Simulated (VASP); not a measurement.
# Al2Ru (Fddd) in VASP: a series of runs, part 2 of 2

VASP 6.6.1.

### 3 Single point, PBEsol

Input file INCAR:

```
SYSTEM = Al2Ru
  PREC = Accurate
  ENCUT = 520
  EDIFF = 1E-7
  ISMEAR = 0
  SIGMA = 0.01
  LREAL = .FALSE.
  LASPH = .TRUE.
  NELM = 60
  ALGO = Normal
  ISIF = 2
  LWAVE = .FALSE.
  LCHARG = .FALSE.
  GGA = PS
  NBANDS = 29
```

Input file KPOINTS:

```
Automatic mesh
0
G
  10 10 10
  0 0 0
```

Input file POSCAR:

```
Al2Ru
1.0
    0.0000000000      3.7997209006      4.2238096073
    2.2548867110      0.0000000000      4.2238096073
    2.2548867110      3.7997209006      0.0000000000
Al Ru
4 2
Direct
    0.0804979299      0.4195020701      0.0804979299
    0.4195020701      0.0804979299      0.4195020701
    0.1695020701      0.8304979299      0.1695020701
    0.8304979299      0.1695020701      0.8304979299
    0.7500000000      0.7500000000      0.7500000000
    0.5000000000      0.5000000000      0.5000000000
```

Potentials or basis: VASP PAW PBE potentials, release 64 (Al, Ru_pv).

Run with:

```
$ cat potpaw_PBE.64/Al/POTCAR potpaw_PBE.64/Ru_pv/POTCAR > POTCAR
$ mpirun -np 1 vasp_std > vasp.out
```

OUTCAR:

```text
SYSTEM = Al2Ru
   PREC = Accurate
   ENCUT = 520
   EDIFF = 1E-7
   ISMEAR = 0
   LREAL = .FALSE.
   LASPH = .TRUE.
   NELM = 60
   ISIF = 2
   GGA = PS

 ion  position               nearest neighbor table
   1  0.080  0.420  0.080-   6 2.47   6 2.47   3 2.49   3 2.49   5 2.51   2 2.57   2 2.57   2 2.58
                             5 2.60   5 2.60   4 3.06   4 3.06   4 3.06   4 3.06
   2  0.420  0.080  0.420-   6 2.47   6 2.47   4 2.49   4 2.49   5 2.51   1 2.57   1 2.57   1 2.58
                             5 2.60   5 2.60   3 3.06   3 3.06   3 3.06   3 3.06
   3  0.170  0.830  0.170-   5 2.47   5 2.47   1 2.49   1 2.49   6 2.51   4 2.57   4 2.57   4 2.58
                             6 2.60   6 2.60   2 3.06   2 3.06   2 3.06   2 3.06
   4  0.830  0.170  0.830-   5 2.47   5 2.47   2 2.49   2 2.49   6 2.51   3 2.57   3 2.57   3 2.58
                             6 2.60   6 2.60   1 3.06   1 3.06   1 3.06   1 3.06
   5  0.750  0.750  0.750-   4 2.47   3 2.47   4 2.47   3 2.47   1 2.51   2 2.51   2 2.60   2 2.60
                             1 2.60   1 2.60   6 3.06   6 3.06   6 3.06   6 3.06
   6  0.500  0.500  0.500-   1 2.47   2 2.47   1 2.47   2 2.47   3 2.51   4 2.51   3 2.60   3 2.60
                             4 2.60   4 2.60   5 3.06   5 3.06   5 3.06   5 3.06

  LATTYP: Found a face centered orthorhombic cell.
 ALAT       =     4.5097734220
 B/A-ratio  =     1.6851050131
 C/A-ratio  =     1.8731804071

  Lattice vectors:

 A1 = (   0.0000000000,   3.7997209006,   4.2238096073)
 A2 = (   2.2548867110,   0.0000000000,   4.2238096073)
 A3 = (   2.2548867110,   3.7997209006,   0.0000000000)

Analysis of symmetry for initial positions (statically):
=====================================================================
 Subroutine PRICEL returns:
 Original cell was already a primitive cell.

 Routine SETGRP: Setting up the symmetry group for a
 face centered orthorhombic supercell.

 Subroutine GETGRP returns: Found  8 space group operations
 (whereof  4 operations were pure point group operations)
 out of a pool of  8 trial point group operations.

The static configuration has the point symmetry D_2 .
 The point group associated with its full space group is D_2h.

Analysis of symmetry for dynamics (positions and initial velocities):
[... 147 lines left out ...]
   AEXX    =    0.0000 exact exchange contribution
   IVDW    =     0    specifies the selected vdW correction
   LEPSILON=     F    determine dielectric tensor
   LRPA    =     F    only Hartree local field effects (RPA)
 non-spin polarized calculation
 Gauss-broadening in eV      SIGMA  =   0.01
  energy-cutoff  :      520.00
  volume of cell :       72.38
 maximum number of plane-waves:      1972
   NGX = 21   NGY = 17   NGZ = 17

 number of electron      39.9999999 magnetization

 Free energy of the ion-electron system (eV)
  ---------------------------------------------------
  ext. energy  EPLUGINS =         0.00000000
  ---------------------------------------------------
  free energy    TOTEN  =       -39.99733838 eV

  energy without entropy =      -39.99733838  energy(sigma->0) =      -39.99733838

 E-fermi :  12.5743     XC(G=0): -12.6339

 val. band max:       12.5206319880   @ k =   0.0000   0.0000   0.0000
 cond. band min:      12.6491748090   @ k =   0.0000   0.3000   0.3000
 fundamental gap:      0.1285428211
 Fermi energy:        12.5743458900

 k-point     1 :       0.0000    0.0000    0.0000
  band No.  band energies     occupation
      1     -30.4012      2.00000
      2     -30.3060      2.00000
      3     -30.2574      2.00000
      4     -30.2374      2.00000
      5     -30.2193      2.00000
      6     -30.1960      2.00000
[... 757 lines left out ...]
     28      18.2180      0.00000
     29      19.0247      0.00000

 [... further k-points ...]

------------------------ aborting loop because EDIFF is reached ----------------------------------------

  FORCE on cell =-STRESS in cart. coord.  units (eV):
  Direction    XX          YY          ZZ          XY          YZ          ZX
  --------------------------------------------------------------------------------------
  -------------------------------------------------------------------------------------
  Total       13.6257526     13.6483617     13.6693586      0.0000000      0.0000000      0.0000000
  in kB      301.6201324    302.1206094    302.5853981      0.0000000      0.0000000      0.0000000
  external PRESSURE =     302.1087133 kB  Pullay stress =       0.0000000 kB

 VOLUME and BASIS-vectors are now :
 -----------------------------------------------------------------------------
  energy-cutoff  :      520.00
  volume of cell :       72.38
      direct lattice vectors                 reciprocal lattice vectors
     0.000000000  3.799720901  4.223809607    -0.221740630  0.131588612  0.118376548
     2.254886711  0.000000000  4.223809607     0.221740630 -0.131588612  0.118376548
     2.254886711  3.799720901  0.000000000     0.221740630  0.131588612 -0.118376548

 POSITION                                       TOTAL-FORCE (eV/Angst)
 -----------------------------------------------------------------------------------
      1.12744      0.61174      2.11190        -0.000000      0.006531     -0.000000
      1.12744      3.18798      2.11190        -0.000000     -0.006531     -0.000000
      2.25489      1.28812      4.22381         0.000000     -0.006531      0.000000
      2.25489      6.31132      4.22381         0.000000      0.006531      0.000000
      3.38233      5.69958      6.33571        -0.000000      0.000000     -0.000000
      2.25489      3.79972      4.22381         0.000000     -0.000000      0.000000
 -----------------------------------------------------------------------------------
    total drift:                               -0.000000     -0.000000      0.000000

  FREE ENERGIE OF THE ION-ELECTRON SYSTEM (eV)
  ---------------------------------------------------
  free  energy   TOTEN  =       -39.9973383751 eV

  energy  without entropy=      -39.9973383751  energy(sigma->0) =      -39.99733838
```

Run time: 9.4 min. Hardware: 1 thread of Oxide Virtual Turin-like, shared host; peak memory 0.39 GiB.

Results:

* Free energy: -39.9973 eV
* Pressure: 30.2 GPa
* Largest force: 0.007 eV/Å

Forces in eV/Å, atoms in the order of the input:
```
Al   0.000  0.007  0.000
Al   0.000 -0.007  0.000
Al   0.000 -0.007  0.000
Al   0.000  0.007  0.000
Ru   0.000  0.000  0.000
Ru   0.000  0.000  0.000
```

Caveat: the cell stands under pressure; the PAW data sets were made with another functional, which shifts forces and pressure a little.

### 4 Single point, PBEsol

This run uses another cell than the first one, of 13.70 Å³/atom.

Input file INCAR:

```
  PREC = Accurate
  ENCUT = 520
  EDIFF = 1E-6
  ISMEAR = 0
  SIGMA = 0.01
  LREAL = False
  LASPH = True
  NELM = 60
  ALGO = Normal
  ISIF = 2
  LWAVE = False
  LCHARG = False
  GGA = PS
  NBANDS = 29
```

Input file KPOINTS:

```
regular mesh
0
Gamma
  10 10 10
```

Input file POSCAR:

```
Al2Ru
1.0
    0.0000000000      3.9876480407      4.3850793490
    2.3505690918      0.0000000000      4.3850793490
    2.3505690918      3.9876480407      0.0000000000
Al Ru
4 2
Direct
    0.0789481737      0.4210518263      0.0789481737
    0.4210518263      0.0789481737      0.4210518263
    0.1710518263      0.8289481737      0.1710518263
    0.8289481737      0.1710518263      0.8289481737
    0.7500000000      0.7500000000      0.7500000000
    0.5000000000      0.5000000000      0.5000000000
```

Run with:

```
$ cat potpaw_PBE.64/Al/POTCAR potpaw_PBE.64/Ru_pv/POTCAR > POTCAR
$ mpirun -np 1 vasp_std > vasp.out
```

Run time: 8.5 min. Hardware: 1 thread of Oxide Virtual Turin-like, shared host; peak memory 0.44 GiB.

Results (log left out):

```
Free energy : -40.8310 eV
Pressure    : 0.1 GPa
```

Levels at points of the mesh, in eV from the Fermi level:
| k point | band 16 | band 17 | band 18 | band 19 | band 20 | band 21 | band 22 | band 23 | band 24 | band 25 |
| --- | --- | --- | --- | --- | --- | --- | --- | --- | --- | --- |
| (0.00, 0.00, 0.00) | -3.00 | -2.05 | -1.29 | -1.27 | -0.04 | 1.64 | 2.25 | 2.32 | 2.56 | 2.75 |
| (0.50, 0.00, 0.00) | -2.58 | -2.22 | -2.15 | -1.18 | -0.93 | 0.30 | 0.69 | 1.80 | 3.24 | 4.19 |
| (0.50, 0.50, 0.00) | -2.38 | -1.63 | -1.63 | -1.39 | -1.39 | 2.22 | 2.22 | 2.44 | 2.44 | 3.60 |
| (0.50, 0.00, 0.50) | -2.83 | -2.33 | -2.33 | -1.48 | -1.48 | 1.72 | 1.72 | 2.39 | 2.39 | 3.20 |
| (0.00, 0.50, 0.50) | -2.90 | -2.55 | -2.55 | -1.31 | -1.31 | 0.31 | 0.31 | 4.62 | 4.62 | 4.80 |

Caveat: the PAW data sets were made with another functional, which shifts forces and pressure a little.

### 5 Single point, PBEsol

This run uses another cell than the first one, of 12.75 Å³/atom.

Input file INCAR:

```
ALGO = Normal ; EDIFF = 1E-6
ENCUT = 520 ; GGA = PS
ISIF = 2 ; ISMEAR = 0
LASPH = T ; LCHARG = F
LREAL = F ; LWAVE = F
NBANDS = 29 ; NELM = 80
PREC = Accurate ; SIGMA = 0.01
```

Input file KPOINTS:

```
k-points
0
Gamma
  10 10 10
```

Input file POSCAR:

```
Al2Ru
1.0
    0.0000000000      3.8801190691      4.2951819381
    2.2956559047      0.0000000000      4.2951819381
    2.2956559047      3.8801190691      0.0000000000
Al Ru
4 2
Direct
    0.0798830466      0.4201169534      0.0798830466
    0.4201169534      0.0798830466      0.4201169534
    0.1701169534      0.8298830466      0.1701169534
    0.8298830466      0.1701169534      0.8298830466
    0.7500000000      0.7500000000      0.7500000000
    0.5000000000      0.5000000000      0.5000000000
```

Run with:

```
$ cat potpaw_PBE.64/Al/POTCAR potpaw_PBE.64/Ru_pv/POTCAR > POTCAR
$ mpirun -np 1 vasp_std > vasp.out
```

It took 10 min on 1 thread of Oxide Virtual Turin-like, shared host; peak memory 0.42 GiB.

The run converged. Its results:

| Item | Value |
| --- | --- |
| Free energy | -40.5756 eV |
| Pressure | 15.2 GPa |
| Largest force | 0.003 eV/Å |

Forces in eV/Å, atoms in the order of the input:
```
Al   0.000  0.003  0.000
Al   0.000 -0.003  0.000
Al   0.000 -0.003  0.000
Al   0.000  0.003  0.000
Ru   0.000  0.000  0.000
Ru   0.000  0.000  0.000
```

Levels at points of the mesh, in eV from the Fermi level:
```
           k point  band 16  band 17  band 18  band 19  band 20  band 21  band 22  band 23  band 24  band 25
(0.00, 0.00, 0.00)    -3.25    -2.24    -1.43    -1.25    -0.06     1.76     2.31     2.46     2.80     2.92
(0.50, 0.00, 0.00)    -2.86    -2.49    -2.34    -1.30    -1.03     0.33     0.70     2.05     3.36     4.31
(0.50, 0.50, 0.00)    -2.51    -1.83    -1.83    -1.45    -1.45     2.36     2.36     2.68     2.68     3.69
(0.50, 0.00, 0.50)    -3.10    -2.52    -2.52    -1.66    -1.66     1.85     1.85     2.59     2.59     3.48
(0.00, 0.50, 0.50)    -3.18    -2.83    -2.83    -1.45    -1.45     0.34     0.34     4.73     4.73     5.16
```

Caveat: the cell stands under pressure; the PAW data sets were made with another functional, which shifts forces and pressure a little.

### 6 The runs side by side

| cell | pressure (GPa) |
| --- | --- |
| a = 5.681, b = 4.788, c = 4.418 Å, angles 76.1, 54.9, 49.0°, 6 atoms, atomic positions A | 30.2 |
| a = 5.927, b = 4.975, c = 4.629 Å, angles 76.1, 54.6, 49.3°, 6 atoms, atomic positions B | 0.1 |
| a = 5.788, b = 4.870, c = 4.508 Å, angles 76.1, 54.8, 49.1°, 6 atoms, atomic positions C | 15.2 |

Alike in all rows: task single point; level PBEsol; potentials or basis VASP PAW PBE potentials, release 64 (Al, Ru_pv); no spin polarisation; k mesh 10 × 10 × 10; cutoff (eV) 520; smearing gaussian 0.01 eV.

Caveats: the PAW data sets were made with another functional, which shifts forces and pressure a little; the cell stands under pressure (at least some runs).

Absolute energies hang on the potentials; compare differences alone.
